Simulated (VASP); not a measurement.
# CaSe (Fm-3m) in VASP: notebook, part 2 of 2

VASP 6.6.1. The steps go on from the part before.

**3. Single point, LDA**

This run uses another cell than the first one, of 26.35 Å³/atom.

Contents of INCAR:

```
SYSTEM = CaSe
PREC = Accurate ; ENCUT = 520
EDIFF = 1E-7 ; ISMEAR = -1
SIGMA = 0.05 ; LREAL = .FALSE.
LASPH = .TRUE. ; NELM = 100
ALGO = Normal ; ISIF = 2
LWAVE = .FALSE. ; LCHARG = .FALSE.
NBANDS = 15
```

Contents of KPOINTS:

```
Automatic mesh
0
G
  8 8 8
  0 0 0
```

Contents of POSCAR:

```
CaSe
1.0
    0.0000000000      2.9755767295      2.9755767295
    2.9755767295      0.0000000000      2.9755767295
    2.9755767295      2.9755767295      0.0000000000
Se Ca
1 1
Direct
    0.5000000000      0.5000000000      0.5000000000
    0.0000000000      0.0000000000      0.0000000000
```

Potentials or basis: VASP PAW LDA potentials, release 64 (Se, Ca_sv).

Command:

```sh
> cat potpaw_LDA.64/Se/POTCAR potpaw_LDA.64/Ca_sv/POTCAR > POTCAR
> mpirun -np 1 vasp_std > vasp.out
```

OUTCAR:

```text
SYSTEM = CaSe
   PREC = Accurate
   ENCUT = 520
   EDIFF = 1E-7
   ISMEAR = -1
   LREAL = .FALSE.
   LASPH = .TRUE.
   NELM = 100
   ISIF = 2

 ion  position               nearest neighbor table
   1  0.500  0.500  0.500-   2 2.98   2 2.98   2 2.98   2 2.98   2 2.98   2 2.98
   2  0.000  0.000  0.000-   1 2.98   1 2.98   1 2.98   1 2.98   1 2.98   1 2.98

  LATTYP: Found a face centered cubic cell.
 ALAT       =     5.9511534590

  Lattice vectors:

 A1 = (   0.0000000000,   2.9755767295,   2.9755767295)
 A2 = (   2.9755767295,   0.0000000000,   2.9755767295)
 A3 = (   2.9755767295,   2.9755767295,   0.0000000000)

Analysis of symmetry for initial positions (statically):
=====================================================================
 Subroutine PRICEL returns:
 Original cell was already a primitive cell.

 Routine SETGRP: Setting up the symmetry group for a
 face centered cubic supercell.

 Subroutine GETGRP returns: Found 48 space group operations
 (whereof 48 operations were pure point group operations)
 out of a pool of 48 trial point group operations.

The static configuration has the point symmetry O_h .

Analysis of symmetry for dynamics (positions and initial velocities):
=====================================================================
 Subroutine PRICEL returns:
 Original cell was already a primitive cell.

 Routine SETGRP: Setting up the symmetry group for a
 face centered cubic supercell.

 Subroutine GETGRP returns: Found 48 space group operations
 (whereof 48 operations were pure point group operations)
 out of a pool of 48 trial point group operations.

The dynamic configuration has the point symmetry O_h .

 Subroutine INISYM returns: Found 48 space group operations
 (whereof 48 operations are pure point group operations),
 and found     1 'primitive' translations

----------------------------------------------------------------------------------------

                                     Primitive cell

  volume of cell :      52.6919

  direct lattice vectors                    reciprocal lattice vectors
     0.000000000  2.975576730  2.975576730    -0.168034652  0.168034652  0.168034652
     2.975576730  0.000000000  2.975576730     0.168034652 -0.168034652  0.168034652
     2.975576730  2.975576730  0.000000000     0.168034652  0.168034652 -0.168034652

  length of vectors
     4.208100967  4.208100967  4.208100967     0.291044555  0.291044555  0.291044555

  position of ions in fractional coordinates (direct lattice)
     0.500000000  0.500000000  0.500000000
     0.000000000  0.000000000  0.000000000

  ion indices of the primitive-cell ions
   primitive index   ion index
                 1           1
                 2           2

----------------------------------------------------------------------------------------

 KPOINTS: Automatic mesh

Automatic generation of k-mesh.
 Grid dimensions read from file:
 generate k-points for:    8    8    8

 Generating k-lattice:

  Cartesian coordinates                     Fractional coordinates (reciprocal lattice)
    -0.021004331  0.021004331  0.021004331     0.125000000  0.000000000  0.000000000
     0.021004331 -0.021004331  0.021004331     0.000000000  0.125000000  0.000000000
     0.021004331  0.021004331 -0.021004331     0.000000000  0.000000000  0.125000000

  Length of vectors
     0.036380569  0.036380569  0.036380569

  Shift w.r.t. Gamma in fractional coordinates (k-lattice)
     0.000000000  0.000000000  0.000000000

 Subroutine IBZKPT returns following result:
 ===========================================

 Found     29 irreducible k-points:

 Following reciprocal coordinates:
            Coordinates               Weight
  0.000000  0.000000  0.000000      1.000000
  0.125000  0.000000  0.000000      8.000000
  0.250000  0.000000  0.000000      8.000000
  0.375000  0.000000  0.000000      8.000000
  0.500000  0.000000  0.000000      4.000000
  0.125000  0.125000  0.000000      6.000000
[... 16 lines left out ...]
  0.500000  0.250000  0.125000     48.000000
 -0.375000  0.250000  0.125000     24.000000
 [... further k-points ...]
   k-points           NKPTS =     29   k-points in BZ     NKDIM =     29   number of bands    NBANDS=     15
   number of dos      NEDOS =    301   number of ions     NIONS =      2
   total plane-waves  NPLWV =  32768
   dimension x,y,z NGX =    32 NGY =   32 NGZ =   32
   dimension x,y,z NGXF=    64 NGYF=   64 NGZF=   64
   ions per type =               1   1
   NGX,Y,Z   is equivalent  to a cutoff of  12.64, 12.64, 12.64 a.u.
   NGXF,Y,Z  is equivalent  to a cutoff of  25.28, 25.28, 25.28 a.u.
 SYSTEM =  CaSe
   PREC   = accura    normal or accurate (medium, high low for compatibility)
   ISTART =      0    job   : 0-new  1-cont  2-samecut
   ICHARG =      2    charge: 1-file 2-atom 10-const
   ISPIN  =      1    spin polarized calculation?
   LNONCOLLINEAR =      F non collinear calculations
   LSORBIT =      F    spin-orbit coupling
   LASPH  =      T    aspherical Exc in radial PAW
   ENCUT  =  520.0 eV  38.22 Ry    6.18 a.u.   7.82  7.82  7.82*2*pi/ulx,y,z
   NELM   =    100;   NELMIN=  2; NELMDL= -5     # of ELM steps
   EDIFF  = 0.1E-06   stopping-criterion for ELM
   LREAL  =      F    real-space projection
   EDIFFG = 0.1E-05   stopping-criterion for IOM
   NSW    =      0    number of steps for IOM
   IBRION =     -1    ionic relax: 0-MD 1-quasi-New 2-CG
   NFREE  =      0    steps in history (QN), initial steepest desc. (CG)
   ISIF   =      2    stress and relaxation
   ISYM   =      2    0-nonsym 1-usesym 2-fastsym
   POTIM  = 0.5000    time-step for ionic-motion
   TEBEG  =    0.0;   TEEND  =   0.0 temperature during run
   PSTRESS=    0.0 pullay stress
   NELECT =      16.0000    total number of electrons
   NUPDOWN=      -1.0000    fix difference up-down
   EMIN   =  10.00;   EMAX   =-10.00  energy-range for DOS
   EFERMI =   0.00;   METHOD = LEGACY
   ISMEAR =    -1;   SIGMA  =   0.05  broadening in eV -4-tet -1-fermi 0-gaus
   EFERMI_NEDOS =   21; number of points for ismear=-14 and -15
   IALGO  =     38    algorithm
   IMIX   =      4    mixing-type and parameters
     AMIX     =   0.40;   BMIX     =  1.00
     AMIX_MAG =   1.60;   BMIX_MAG =  1.00
  volume/ion in A,a.u.               =      26.35       177.79
  Fermi-wavevector in a.u.,A,eV,Ry     =   1.100357  2.079374 16.473742  1.210786
  Thomas-Fermi vector in A             =   2.236767
   LORBIT       =      0    0 simple, 1 ext, 2 COOP (PROOUT), +10 PAW based schemes
   GGA     = CA    functional components
   LHFCALC =     F    Hartree Fock is set to
   AEXX    =    0.0000 exact exchange contribution
   IVDW    =     0    specifies the selected vdW correction
   LEPSILON=     F    determine dielectric tensor
   LRPA    =     F    only Hartree local field effects (RPA)
 non-spin polarized calculation
  energy-cutoff  :      520.00
  volume of cell :       52.69
 maximum number of plane-waves:      1433
   NGX = 15   NGY = 15   NGZ = 15

 number of electron      15.9999999 magnetization

 Free energy of the ion-electron system (eV)
  ---------------------------------------------------
  ext. energy  EPLUGINS =         0.00000000
  ---------------------------------------------------
  free energy    TOTEN  =       -10.53591620 eV

  energy without entropy =      -10.53591620  energy(sigma->0) =      -10.53591620

 E-fermi :   3.2044     XC(G=0):  -9.4209

 val. band max:        2.2212283994   @ k =   0.0000   0.0000   0.0000
 cond. band min:       4.1275451515   @ k =   0.5000   0.5000   0.0000
 fundamental gap:      1.9063167521
 Fermi energy:         3.2044202419

 k-point     1 :       0.0000    0.0000    0.0000
  band No.  band energies     occupation
      1     -37.1101      2.00000
      2     -18.3974      2.00000
      3     -18.3974      2.00000
      4     -18.3974      2.00000
      5      -9.5556      2.00000
      6       2.2212      2.00000
      7       2.2212      2.00000
      8       2.2212      2.00000
      9       5.2295      0.00000
     10       5.7725      0.00000
     11       5.7725      0.00000
     12       5.7725      0.00000
     13       6.3635      0.00000
     14       6.3635      0.00000
     15      11.7675      0.00000
[... 397 lines left out ...]
 k-point    24 :      -0.3750    0.2500    0.1250
  band No.  band energies     occupation
      1     -37.1023      2.00000
      2     -18.4886      2.00000
      3     -18.4299      2.00000
      4     -18.4142      2.00000
      5      -8.8973      2.00000
      6      -0.6014      2.00000
      7       0.6034      2.00000
      8       0.9923      2.00000
      9       6.5271      0.00000
     10       6.7993      0.00000
     11       7.7399      0.00000
     12       8.0140      0.00000
     13       8.3760      0.00000
     14       9.2661      0.00000
     15      10.5702      0.00000

 [... further k-points ...]
[... 5 lines left out ...]
  --------------------------------------------------------------------------------------
  -------------------------------------------------------------------------------------
  Total       -1.2323233     -1.2323233     -1.2323233      0.0000000      0.0000000      0.0000000
  in kB      -37.4706977    -37.4706977    -37.4706977      0.0000000      0.0000000      0.0000000
  external PRESSURE =     -37.4706977 kB  Pullay stress =       0.0000000 kB

 VOLUME and BASIS-vectors are now :
 -----------------------------------------------------------------------------
  energy-cutoff  :      520.00
  volume of cell :       52.69
      direct lattice vectors                 reciprocal lattice vectors
     0.000000000  2.975576730  2.975576730    -0.168034652  0.168034652  0.168034652
     2.975576730  0.000000000  2.975576730     0.168034652 -0.168034652  0.168034652
     2.975576730  2.975576730  0.000000000     0.168034652  0.168034652 -0.168034652

 POSITION                                       TOTAL-FORCE (eV/Angst)
 -----------------------------------------------------------------------------------
      2.97558      2.97558      2.97558        -0.000000      0.000000      0.000000
      0.00000      0.00000      0.00000         0.000000     -0.000000     -0.000000
 -----------------------------------------------------------------------------------
    total drift:                                0.000000     -0.000000     -0.000000

  FREE ENERGIE OF THE ION-ELECTRON SYSTEM (eV)
  ---------------------------------------------------
  free  energy   TOTEN  =       -10.5359162043 eV

  energy  without entropy=      -10.5359162042  energy(sigma->0) =      -10.53591620
```

Wall time 26 s (1 thread of Intel Xeon 8259CL, shared host); peak memory 0.16 GiB.

Results:

| Item | Value |
| --- | --- |
| Free energy | -10.5359 eV |
| Pressure | -3.7 GPa |
| Band gap on the k mesh | 1.91 eV (least direct gap 2.83 eV) |

Levels at points of the mesh, in eV from the valence-band top:
| k point | band 4 | band 5 | band 6 | band 7 | band 8 | band 9 | band 10 | band 11 | band 12 | band 13 |
| --- | --- | --- | --- | --- | --- | --- | --- | --- | --- | --- |
| (0.00, 0.00, 0.00) | -20.62 | -11.78 | 0.00 | 0.00 | 0.00 | 3.01 | 3.55 | 3.55 | 3.55 | 4.14 |
| (0.50, 0.00, 0.00) | -20.63 | -11.10 | -3.28 | -1.19 | -1.19 | 4.34 | 5.27 | 5.30 | 5.30 | 7.32 |
| (0.50, 0.50, 0.00) | -20.65 | -11.22 | -2.50 | -0.93 | -0.93 | 1.91 | 4.76 | 4.90 | 5.82 | 5.83 |

Caveat: the cell stands under tension.

**4. Single point, LDA**

This run uses another cell than the first one, of 26.86 Å³/atom.

Contents of INCAR:

```
SYSTEM = CaSe
PREC     = Accurate       ! precision mode
ENCUT    = 520            ! plane-wave cutoff, eV
EDIFF    = 1E-7           ! SCF threshold, eV
ISMEAR   = -1             ! smearing method
SIGMA    = 0.05           ! smearing width, eV
LREAL    = .False.        ! projectors in reciprocal space
LASPH    = .True.         ! aspherical terms in the spheres
NELM     = 80             ! most SCF steps
ALGO     = Normal         ! electronic algorithm
ISIF     = 2              ! what is computed and relaxed
LWAVE    = .False.        ! write WAVECAR
LCHARG   = .True.         ! write CHGCAR
GGA      = CA             ! functional
LELF     = .True.         ! ELF
LVHAR    = .True.       
NBANDS   = 15             ! bands
```

Contents of KPOINTS:

```
Automatic mesh
0
Gamma
  8 8 8
  0 0 0
```

Contents of POSCAR:

```
CaSe
1.0
    0.0000000000      2.9948991977      2.9948991977
    2.9948991977      0.0000000000      2.9948991977
    2.9948991977      2.9948991977      0.0000000000
Se Ca
1 1
Direct
    0.5000000000      0.5000000000      0.5000000000
    0.0000000000      0.0000000000      0.0000000000
```

Command:

```sh
> cat potpaw_LDA.64/Se/POTCAR potpaw_LDA.64/Ca_sv/POTCAR > POTCAR
> mpirun -np 1 vasp_std > vasp.out
```

Run time: 24 s. Hardware: 1 thread of Intel Xeon 8259CL, shared host; peak memory 0.16 GiB.

It converged, with:

```yaml
Free_energy: -10.5094 eV
Pressure: -4.5 GPa
Band_gap_on_the_k_mesh: 1.95 eV (least direct gap 2.86 eV)
```

Levels at points of the mesh, in eV from the valence-band top:
```
           k point  band 4  band 5  band 6  band 7  band 8  band 9  band 10  band 11  band 12  band 13
(0.00, 0.00, 0.00)  -20.67  -11.71    0.00    0.00    0.00    2.91     3.56     3.56     3.56     4.13
(0.50, 0.00, 0.00)  -20.68  -11.08   -3.20   -1.15   -1.15    4.31     5.22     5.26     5.26     7.21
(0.50, 0.50, 0.00)  -20.70  -11.18   -2.45   -0.91   -0.91    1.95     4.67     4.86     5.74     5.77
```

Caveat: the cell stands under tension.

**5. Single point, LDA**

This run uses another cell than the first one, of 27.38 Å³/atom.

Contents of INCAR:

```
PREC = Accurate ; ENCUT = 520
EDIFF = 1E-7 ; ISMEAR = -1
SIGMA = 0.05 ; LREAL = False
LASPH = True ; NELM = 60
ALGO = Normal ; ISIF = 2
LWAVE = False ; LCHARG = True
GGA = CA ; LELF = True
LVHAR = True ; NBANDS = 15
```

Contents of KPOINTS:

```
Automatic mesh
0
Gamma
  8 8 8
```

Contents of POSCAR:

```
CaSe
1.0
    0.0000000000      3.0139755031      3.0139755031
    3.0139755031      0.0000000000      3.0139755031
    3.0139755031      3.0139755031      0.0000000000
Se Ca
1 1
Direct
    0.5000000000      0.5000000000      0.5000000000
    0.0000000000      0.0000000000      0.0000000000
```

Potentials or basis: VASP PAW LDA potentials, release 64 (Se, Ca_sv).

Command:

```sh
> cat potpaw_LDA.64/Se/POTCAR potpaw_LDA.64/Ca_sv/POTCAR > POTCAR
> mpirun -np 1 vasp_std > vasp.out
```

OUTCAR:

```text
PREC = Accurate
   ENCUT = 520
   EDIFF = 1E-7
   ISMEAR = -1
   LREAL = False
   LASPH = True
   NELM = 60
   ISIF = 2
   GGA = CA

 ion  position               nearest neighbor table
   1  0.500  0.500  0.500-
   2  0.000  0.000  0.000-

  LATTYP: Found a face centered cubic cell.
 ALAT       =     6.0279510062

  Lattice vectors:

 A1 = (   0.0000000000,   3.0139755031,   3.0139755031)
 A2 = (   3.0139755031,   0.0000000000,   3.0139755031)
 A3 = (   3.0139755031,   3.0139755031,   0.0000000000)

Analysis of symmetry for initial positions (statically):
=====================================================================
 Subroutine PRICEL returns:
 Original cell was already a primitive cell.

 Routine SETGRP: Setting up the symmetry group for a
 face centered cubic supercell.

 Subroutine GETGRP returns: Found 48 space group operations
 (whereof 48 operations were pure point group operations)
 out of a pool of 48 trial point group operations.

The static configuration has the point symmetry O_h .

Analysis of symmetry for dynamics (positions and initial velocities):
[... 164 lines left out ...]

 k-point     1 :       0.0000    0.0000    0.0000
  band No.  band energies     occupation
      1     -37.4888      2.00000
      2     -18.7688      2.00000
      3     -18.7688      2.00000
      4     -18.7688      2.00000
      5      -9.6913      2.00000
      6       1.9604      2.00000
      7       1.9604      2.00000
      8       1.9604      2.00000
      9       4.7718      0.00000
     10       5.5187      0.00000
     11       5.5187      0.00000
     12       5.5187      0.00000
     13       6.0723      0.00000
     14       6.0723      0.00000
[... 401 lines left out ...]
      2     -18.8447      2.00000
      3     -18.7962      2.00000
      4     -18.7831      2.00000
      5      -9.0947      2.00000
      6      -0.7411      2.00000
      7       0.4250      2.00000
      8       0.8028      2.00000
      9       6.2155      0.00000
     10       6.4817      0.00000
     11       7.3687      0.00000
     12       7.6028      0.00000
     13       7.9610      0.00000
     14       8.8468      0.00000
     15      10.0317      0.00000

 [... further k-points ...]
[... 5 lines left out ...]
  --------------------------------------------------------------------------------------
  -------------------------------------------------------------------------------------
  Total       -1.7739156     -1.7739156     -1.7739156      0.0000000      0.0000000     -0.0000000
  in kB      -51.9032306    -51.9032306    -51.9032306      0.0000000      0.0000000     -0.0000000
  external PRESSURE =     -51.9032306 kB  Pullay stress =       0.0000000 kB

 VOLUME and BASIS-vectors are now :
 -----------------------------------------------------------------------------
  energy-cutoff  :      520.00
  volume of cell :       54.76
      direct lattice vectors                 reciprocal lattice vectors
     0.000000000  3.013975503  3.013975503    -0.165893850  0.165893850  0.165893850
     3.013975503  0.000000000  3.013975503     0.165893850 -0.165893850  0.165893850
     3.013975503  3.013975503  0.000000000     0.165893850  0.165893850 -0.165893850

 POSITION                                       TOTAL-FORCE (eV/Angst)
 -----------------------------------------------------------------------------------
      3.01398      3.01398      3.01398        -0.000000     -0.000000      0.000000
      0.00000      0.00000      0.00000         0.000000      0.000000     -0.000000
 -----------------------------------------------------------------------------------
    total drift:                                0.000000     -0.000000     -0.000000

  FREE ENERGIE OF THE ION-ELECTRON SYSTEM (eV)
  ---------------------------------------------------
  free  energy   TOTEN  =       -10.4783071791 eV

  energy  without entropy=      -10.4783071790  energy(sigma->0) =      -10.47830718
```

OSZICAR:

```text
N       E                     dE             d eps       ncg     rms          rms(c)
DAV:   1     0.107178603842E+03    0.10718E+03   -0.73504E+03   870   0.968E+02
DAV:   2    -0.562620691658E+01   -0.11280E+03   -0.10707E+03  1059   0.240E+02
DAV:   3    -0.104704755201E+02   -0.48443E+01   -0.47904E+01  1235   0.468E+01
DAV:   4    -0.106823957679E+02   -0.21192E+00   -0.21175E+00  1191   0.810E+00
DAV:   5    -0.106839916327E+02   -0.15959E-02   -0.15957E-02  1180   0.764E-01    0.443E+00
DAV:   6    -0.105043286343E+02    0.17966E+00   -0.22581E-01  1010   0.249E+00    0.255E+00
DAV:   7    -0.104799469455E+02    0.24382E-01   -0.83823E-02  1112   0.184E+00    0.838E-01
DAV:   8    -0.104783718447E+02    0.15751E-02   -0.10803E-02   997   0.796E-01    0.113E-01
DAV:   9    -0.104782995842E+02    0.72260E-04   -0.76940E-04  1079   0.253E-01    0.473E-02
DAV:  10    -0.104783059759E+02   -0.63917E-05   -0.13533E-04  1073   0.697E-02    0.161E-02
DAV:  11    -0.104783079909E+02   -0.20150E-05   -0.11789E-05  1067   0.297E-02    0.876E-03
DAV:  12    -0.104783073660E+02    0.62494E-06   -0.73106E-07  1018   0.457E-03    0.489E-03
DAV:  13    -0.104783071806E+02    0.18539E-06   -0.83953E-07  1073   0.515E-03    0.113E-03
DAV:  14    -0.104783071791E+02    0.15059E-08   -0.25950E-08   470   0.109E-03
   1 F= -.10478307E+02 E0= -.10478307E+02  d E =-.924041E-10
```

stdout:

```text
POSCAR found type information on POSCAR SeCa
 POSCAR found :  2 types and       2 ions
 scaLAPACK will be used
 LDA part: xc-table for (Slater(with rela. corr.)+CA(PZ))
 , standard interpolation
 POSCAR, INCAR and KPOINTS ok, starting setup
 FFT: planning ... GRIDC
 FFT: planning ... GRID_SOFT
 FFT: planning ... GRID
 WAVECAR not read
 entering main loop
```

Wall time 25 s (1 thread of Intel Xeon 8259CL, shared host); peak memory 0.16 GiB.

Results:

* Free energy: -10.4783 eV
* Pressure: -5.2 GPa
* Band gap on the k mesh: 1.99 eV (least direct gap 2.81 eV)

Levels at points of the mesh, in eV from the valence-band top:
```
           k point  band 6  band 7  band 8  band 9  band 10  band 11
(0.00, 0.00, 0.00)    0.00    0.00    0.00    2.81     3.56     3.56
(0.50, 0.00, 0.00)   -3.14   -1.11   -1.11    4.27     5.16     5.21
(0.50, 0.50, 0.00)   -2.40   -0.89   -0.89    1.99     4.59     4.82
```

Caveat: the cell stands under tension.

**6. Overview**

```tsv
cell	gap on the mesh (eV)	pressure (GPa)
a = 4.180 Å, angles 60.0°, 2 atoms	1.86	-2.9
a = 4.208 Å, angles 60.0°, 2 atoms	1.91	-3.7
a = 4.235 Å, angles 60.0°, 2 atoms	1.95	-4.5
a = 4.262 Å, angles 60.0°, 2 atoms	1.99	-5.2
```

Alike in all rows: task single point; level LDA; potentials or basis VASP PAW LDA potentials, release 64 (Se, Ca_sv); no spin polarisation; k mesh 8 × 8 × 8; cutoff (eV) 520; smearing fermi-dirac 0.05 eV.

Caveats: the cell stands under tension (at least some runs).

Total energies depend on the potentials used, so only differences within one code and one set of settings carry meaning.
